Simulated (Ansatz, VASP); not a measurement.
## C: VASP beside Ansatz

```xyz
4
Lattice="2.4894 0.0000 0.0000 -1.2447 2.1558 0.0000 0.0000 0.0000 4.2230" Properties=species:S:1:pos:R:3 pbc="T T T"
C     0.0000    1.4372   -0.0009
C     1.2447    0.7186    2.1106
C     0.0000    1.4372    1.5803
C     1.2447    0.7186    3.6918
```

Change from the starting cell: strained cell.

Alike in both runs: functional PBEsol; k mesh 9 × 9 × 6; occupations gaussian, width 0.02 eV; no spin polarisation.

Ansatz relaxed the structure, and its values are those at the end. VASP's run is a single point on that final structure, the one shown.

```csv
,VASP,Ansatz
version,VASP 6.6.1,Ansatz 0.2.0
potentials or method,"VASP PAW PBE potentials, release 64 (C_h), cutoff 1300 eV","scalar-relativistic, plane waves, PAW"
valence electrons in the cell,16,16
```

|  | VASP | Ansatz | Ansatz less VASP |
| --- | --- | --- | --- |
| gap on the k mesh at the Fermi level (eV) | 3.05 | 3.07 | +0.015 |
| least direct gap on the mesh (eV) | 4.78 | 4.77 | -0.002 |
| pressure (GPa) | -3.0 | -3.2 | -0.18 |

VASP's potentials were made for PBE, not for PBEsol, and Ansatz warns of the same on its side. Ansatz's warnings: stress scf threshold loose.
